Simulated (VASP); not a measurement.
# H2 in VASP: a series of runs, part 2 of 2

VASP 6.6.1.

## (6) Single point, PBE+D3(BJ)

Contents of INCAR:

```
SYSTEM = H
  PREC = Accurate
  ENCUT = 520
  EDIFF = 1E-6
  ISMEAR = 0
  SIGMA = 0.01
  LREAL = .FALSE.
  LASPH = .TRUE.
  NELM = 100
  ALGO = Normal
  ISIF = 2
  LWAVE = .FALSE.
  LCHARG = .FALSE.
  GGA = PE
  IVDW = 12
  NBANDS = 8
```

Contents of KPOINTS:

```
Automatic mesh
0
G
  1 1 1
  0 0 0
```

Contents of POSCAR:

```
H
1.0
   11.0000000000      0.0000000000      0.0000000000
    0.0000000000     11.5000000000      0.0000000000
    0.0000000000      0.0000000000     12.0000000000
H
2
Direct
    0.4545454545      0.4782608696      0.4666548893
    0.4545454545      0.4782608696      0.5291784441
```

Potentials or basis: VASP PAW PBE potentials, release 64 (H).

Command:

```sh
$ cat potpaw_PBE.64/H/POTCAR > POTCAR
$ mpirun -np 1 vasp_gam > vasp.out
```

OUTCAR:

```text
SYSTEM = H
   PREC = Accurate
   ENCUT = 520
   EDIFF = 1E-6
   ISMEAR = 0
   LREAL = .FALSE.
   LASPH = .TRUE.
   NELM = 100
   ISIF = 2
   GGA = PE
   IVDW = 12
 IVDW          = 12

 ion  position               nearest neighbor table
   1  0.455  0.478  0.467-   2 0.75
   2  0.455  0.478  0.529-   1 0.75

  LATTYP: Found a simple orthorhombic cell.
 ALAT       =    11.0000000000
 B/A-ratio  =     1.0454545455
 C/A-ratio  =     1.0909090909

  Lattice vectors:

 A1 = (  11.0000000000,   0.0000000000,   0.0000000000)
 A2 = (   0.0000000000,  11.5000000000,   0.0000000000)
 A3 = (   0.0000000000,   0.0000000000,  12.0000000000)

Analysis of symmetry for initial positions (statically):
=====================================================================
 Subroutine PRICEL returns:
 Original cell was already a primitive cell.

 Routine SETGRP: Setting up the symmetry group for a
 simple orthorhombic supercell.

[... 138 lines left out ...]
  ---------------------------------------------------
  ext. energy  EPLUGINS =         0.00000000
  ---------------------------------------------------
  free energy    TOTEN  =        -6.77242101 eV

  energy without entropy =       -6.77242101  energy(sigma->0) =       -6.77242101

 E-fermi : -10.2469     XC(G=0):  -0.2708

 val. band max:      -10.3146467292   @ k =   0.0000   0.0000   0.0000
 cond. band min:      -0.1364789762   @ k =   0.0000   0.0000   0.0000
 fundamental gap:     10.1781677529
 Fermi energy:       -10.2469091498

 k-point     1 :       0.0000    0.0000    0.0000
  band No.  band energies     occupation
      1     -10.3146      2.00000
      2      -0.1365      0.00000
      3       0.2737      0.00000
      4       0.7645      0.00000
      5       0.8370      0.00000
      6       0.9188      0.00000
      7       1.0317      0.00000
      8       1.1340      0.00000

------------------------ aborting loop because EDIFF is reached ----------------------------------------

 Edisp (eV)   -0.00252

 E8    (eV) :    -0.0005

  FORCE on cell =-STRESS in cart. coord.  units (eV):
  Direction    XX          YY          ZZ          XY          YZ          ZX
  --------------------------------------------------------------------------------------
  -------------------------------------------------------------------------------------
  Total      -0.02671    -0.02718    -0.04328     0.00000     0.00000     0.00000
  in kB      -0.02819    -0.02868    -0.04568     0.00000     0.00000     0.00000
  external pressure =       -0.03 kB  Pullay stress =        0.00 kB

 VOLUME and BASIS-vectors are now :
 -----------------------------------------------------------------------------
  energy-cutoff  :      520.00
  volume of cell :     1518.00
      direct lattice vectors                 reciprocal lattice vectors
    11.000000000  0.000000000  0.000000000     0.090909091  0.000000000  0.000000000
     0.000000000 11.500000000  0.000000000     0.000000000  0.086956522  0.000000000
     0.000000000  0.000000000 12.000000000     0.000000000  0.000000000  0.083333333

 POSITION                                       TOTAL-FORCE (eV/Angst)
 -----------------------------------------------------------------------------------
      5.00000      5.50000      5.59986         0.000000      0.000000      0.011275
      5.00000      5.50000      6.35014         0.000000      0.000000     -0.011275
 -----------------------------------------------------------------------------------
    total drift:                                0.000005      0.000003      0.000000

  FREE ENERGIE OF THE ION-ELECTRON SYSTEM (eV)
  ---------------------------------------------------
  free  energy   TOTEN  =        -6.7749403510 eV

  energy  without entropy=       -6.7749403510  energy(sigma->0) =       -6.77494035
```

OSZICAR:

```text
N       E                     dE             d eps       ncg     rms          rms(c)
DAV:   1     0.381175673398E+01    0.38118E+01   -0.47835E+02    16   0.130E+02
DAV:   2    -0.717301982509E+01   -0.10985E+02   -0.10985E+02    24   0.270E+01
DAV:   3    -0.745498037862E+01   -0.28196E+00   -0.28196E+00    24   0.886E+00
DAV:   4    -0.745528613752E+01   -0.30576E-03   -0.30576E-03    16   0.330E-01
DAV:   5    -0.745528795362E+01   -0.18161E-05   -0.18161E-05    24   0.240E-02    0.446E+00
DAV:   6    -0.701315288522E+01    0.44214E+00   -0.22268E-01    16   0.135E+00    0.244E+00
DAV:   7    -0.676839240688E+01    0.24476E+00   -0.53304E-01    16   0.211E+00    0.294E-01
DAV:   8    -0.677210073778E+01   -0.37083E-02   -0.63890E-03    16   0.215E-01    0.246E-01
DAV:   9    -0.676780729933E+01    0.42934E-02   -0.51037E-03    16   0.199E-01    0.409E-02
DAV:  10    -0.676995507047E+01   -0.21478E-02   -0.10870E-03    16   0.840E-02    0.322E-02
DAV:  11    -0.677013398043E+01   -0.17891E-03   -0.12197E-05    16   0.161E-02    0.195E-02
DAV:  12    -0.677198909591E+01   -0.18551E-02   -0.51262E-04    24   0.643E-02    0.111E-02
DAV:  13    -0.677221232113E+01   -0.22323E-03   -0.19163E-05    16   0.118E-02    0.735E-03
DAV:  14    -0.677234555903E+01   -0.13324E-03   -0.13835E-05    16   0.100E-02    0.191E-03
DAV:  15    -0.677240150486E+01   -0.55946E-04   -0.19775E-06    16   0.357E-03    0.126E-03
DAV:  16    -0.677241221764E+01   -0.10713E-04   -0.37865E-07    16   0.169E-03    0.810E-04
DAV:  17    -0.677242009172E+01   -0.78741E-05   -0.33350E-07    16   0.155E-03    0.260E-04
DAV:  18    -0.677242101142E+01   -0.91970E-06   -0.14014E-08    24   0.315E-04
   1 F= -.67749404E+01 E0= -.67749404E+01  d E =-.667337E-22
```

stdout:

```text
POSCAR found type information on POSCAR H
 POSCAR found :  1 types and       2 ions
 scaLAPACK will be used
 LDA part: xc-table for (Slater+PW92), standard interpolation
 POSCAR, INCAR and KPOINTS ok, starting setup
 FFT: planning ... GRIDC
 FFT: planning ... GRID_SOFT
 FFT: planning ... GRID
 WAVECAR not read
 entering main loop
```

Wall time 70 s (1 thread of Intel Xeon Platinum 8259CL at 2.50GHz (Skylake/Cascade Lake), shared host); peak memory 1 GiB.

What came out:

```yaml
Free_energy: -6.7749 eV
Largest_force: 0.011 eV/Å
Gap_between_the_frontier_levels: 10.18 eV
Dispersion_energy_per_atom: -0.001 eV
```

Forces on the atoms (eV/Å):
```
H    0.000  0.000  0.011
H    0.000  0.000 -0.011
```

Levels at points of the mesh, in eV from the valence-band top:
```tsv
k point	band 1	band 2	band 3	band 4	band 5	band 6
(0.00, 0.00, 0.00)	0.00	10.18	10.59	11.08	11.15	11.23
```

## (7) Relaxation of the atoms, PBE+D3(BJ)

Contents of INCAR:

```
SYSTEM = H
PREC     = Accurate       ! precision mode
ENCUT    = 520            ! plane-wave cutoff, eV
EDIFF    = 1E-6           ! SCF threshold, eV
ISMEAR   = 0              ! smearing method
SIGMA    = 0.01           ! smearing width, eV
LREAL    = .False.        ! projectors in reciprocal space
LASPH    = .True.         ! aspherical terms in the spheres
NELM     = 60             ! most SCF steps
ALGO     = Normal         ! electronic algorithm
ISIF     = 2              ! what is computed and relaxed
LWAVE    = .False.        ! write WAVECAR
LCHARG   = .False.        ! write CHGCAR
GGA      = PE             ! functional
IVDW     = 12             ! dispersion correction
IBRION   = 2              ! ionic algorithm
NSW      = 100            ! ionic steps
EDIFFG   = -0.003         ! ionic threshold
```

Contents of KPOINTS:

```
Automatic mesh
0
Gamma
  1 1 1
  0 0 0
```

Contents of POSCAR:

```
H
1.0
   11.0000000000      0.0000000000      0.0000000000
    0.0000000000     11.5000000000      0.0000000000
    0.0000000000      0.0000000000     12.0000000000
H
2
Direct
    0.4545454545      0.4782608696      0.4666666667
    0.4545454545      0.4782608696      0.5291666667
```

Potentials or basis: VASP PAW PBE potentials, release 64 (H).

Command:

```sh
$ cat potpaw_PBE.64/H/POTCAR > POTCAR
$ mpirun -np 1 vasp_gam > vasp.out
```

OUTCAR:

```text
SYSTEM = H
   PREC = Accurate
   ENCUT = 520
   EDIFF = 1E-6
   ISMEAR = 0
   LREAL = .False.
   LASPH = .True.
   NELM = 60
   ISIF = 2
   GGA = PE
   IVDW = 12
   IBRION = 2
   NSW = 100
   EDIFFG = -0.003
 IVDW          = 12

 ion  position               nearest neighbor table
   1  0.455  0.478  0.467-   2 0.75
   2  0.455  0.478  0.529-   1 0.75

  LATTYP: Found a simple orthorhombic cell.
 ALAT       =    11.0000000000
[... 179 lines left out ...]

 Edisp (eV)   -0.00252

 E8    (eV) :    -0.0005

  FORCE on cell =-STRESS in cart. coord.  units (eV):
  Direction    XX          YY          ZZ          XY          YZ          ZX
  --------------------------------------------------------------------------------------
  -------------------------------------------------------------------------------------
  Total      -0.02675    -0.02721    -0.03603     0.00000     0.00000     0.00000
  in kB      -0.02823    -0.02872    -0.03803     0.00000     0.00000     0.00000
  external pressure =       -0.03 kB  Pullay stress =        0.00 kB

 VOLUME and BASIS-vectors are now :
 -----------------------------------------------------------------------------
  energy-cutoff  :      520.00
  volume of cell :     1518.00
      direct lattice vectors                 reciprocal lattice vectors
    11.000000000  0.000000000  0.000000000     0.090909091  0.000000000  0.000000000
     0.000000000 11.500000000  0.000000000     0.000000000  0.086956522  0.000000000
     0.000000000  0.000000000 12.000000000     0.000000000  0.000000000  0.083333333

 POSITION                                       TOTAL-FORCE (eV/Angst)
 -----------------------------------------------------------------------------------
      5.00000      5.50000      5.60000         0.000000      0.000000      0.001560
      5.00000      5.50000      6.35000         0.000000      0.000000     -0.001560
 -----------------------------------------------------------------------------------
    total drift:                                0.000005      0.000003      0.000000

  FREE ENERGIE OF THE ION-ELECTRON SYSTEM (eV)
  ---------------------------------------------------
  free  energy   TOTEN  =        -6.7749429930 eV

  energy  without entropy=       -6.7749429930  energy(sigma->0) =       -6.77494299

 reached required accuracy - stopping structural energy minimisation
```

Wall time 68 s (1 thread of Intel Xeon Platinum 8259CL at 2.50GHz (Skylake/Cascade Lake), shared host); peak memory 1 GiB.

Results:

- Free energy: -6.7749 eV
- Gap between the frontier levels: 10.19 eV
- Dispersion energy per atom: -0.001 eV

Final structure:
```
CELL_PARAMETERS angstrom
11.00000 0.00000 0.00000
0.00000 11.50000 0.00000
0.00000 0.00000 12.00000
ATOMIC_POSITIONS crystal
H 0.45455 0.47826 0.46667
H 0.45455 0.47826 0.52917
```

Caveat: the relaxation stopped at its first step, so nothing moved.

## (8) Summary

| task | level | potentials or basis | spin | cell | cutoff (eV) | gap on the mesh (eV) | moment (μB) | largest force (eV/Å) |
| --- | --- | --- | --- | --- | --- | --- | --- | --- |
| single point | r2SCAN+rVV10 | VASP PAW PBE potentials, release 64 (H) | off | as given, atomic positions A | 440 | 10.81 | - | 0.30 |
| single point | PBE | VASP PAW PBE potentials, release 64 (H) | collinear | as given, atomic positions B | 400 | 7.38 | 1.00 | - |
| single point | LDA | VASP PAW LDA potentials, release 64 (H) | collinear | as given, atomic positions B | 400 | 4.92 | 1.00 | - |
| single point | PBE+D3(BJ) | VASP PAW PBE potentials, release 64 (H) | collinear | as given, atomic positions B | 400 | 7.38 | 1.00 | - |
| single point | PBE+D3(BJ) | VASP PAW PBE potentials, release 64 (H) | off | as given, atomic positions A | 520 | 10.18 | - | 0.01 |
| relaxation of the atoms | PBE+D3(BJ) | VASP PAW PBE potentials, release 64 (H) | off | atoms relaxed, atomic positions A | 520 | 10.19 | - | - |

Alike in all rows: k mesh 1 × 1 × 1; smearing gaussian 0.01 eV.

Caveats: the PAW data sets were made with another functional, which shifts forces and pressure a little (at least some runs); the relaxation stopped at its first step, so nothing moved (at least some runs).

Total energies depend on the potentials used, so only differences within one code and one set of settings carry meaning.
